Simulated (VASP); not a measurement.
The system is Li.

```
CELL_PARAMETERS angstrom
3.11100 0.00000 0.00000
-1.55550 2.69421 0.00000
0.00000 0.00000 5.09300
ATOMIC_POSITIONS crystal
Li 0.33333 0.66667 0.25000
Li 0.66667 0.33333 0.75000
```

```yaml
Program: VASP 6.6.1
Task: relaxation of cell and atoms
Functional: r2SCAN
Potentials_or_basis: VASP PAW PBE potentials, release 64 (Li_sv)
Cutoff: 600 eV
k_mesh: 9 × 9 × 5
Occupations: methfessel-paxton, width 0.1 eV
Spin: no spin polarisation
```

At the start: pressure -0.4 GPa; volume 21.34 Å³/atom.

**Question.** Where does the relaxation end?

**Answer.** Over 9 steps the energy falls by 4.0 meV/atom and the volume is 20.13 Å³/atom (-5.7 %); space group P6_3/mmc (No. 194, to 0.05 Å).

Step by step:
```tsv
step	energy change (eV)	largest force (eV/Å)	pressure (GPa)	volume (Å³)
1	0.0000	0.0000	-0.37	42.69
2	-0.0035	0.0000	-0.36	42.38
3	-0.0081	0.0000	-0.27	41.45
4	-0.0080	0.0000	-0.26	41.38
5	-0.0081	0.0000	-0.22	41.01
6	-0.0073	0.0000	0.19	39.90
7	-0.0080	0.0000	-0.04	40.36
8	-0.0079	0.0000	0.01	40.24
9	-0.0079	0.0000	0.00	40.25
```

Final structure:
```
Li
1.0
     3.01108    0.00000    0.00000
    -1.50554    2.60767    0.00000
     0.00000    0.00000    5.12621
Li
2
Direct
  0.33333 0.66667 0.25000
  0.66667 0.33333 0.75000
```

Caveat: the cutoff is under 1.25 times the usual one of these potentials, so pressure, stress and relaxed cells hold a basis-set (Pulay) error; the PAW data sets were made with another functional, which shifts forces and pressure a little.
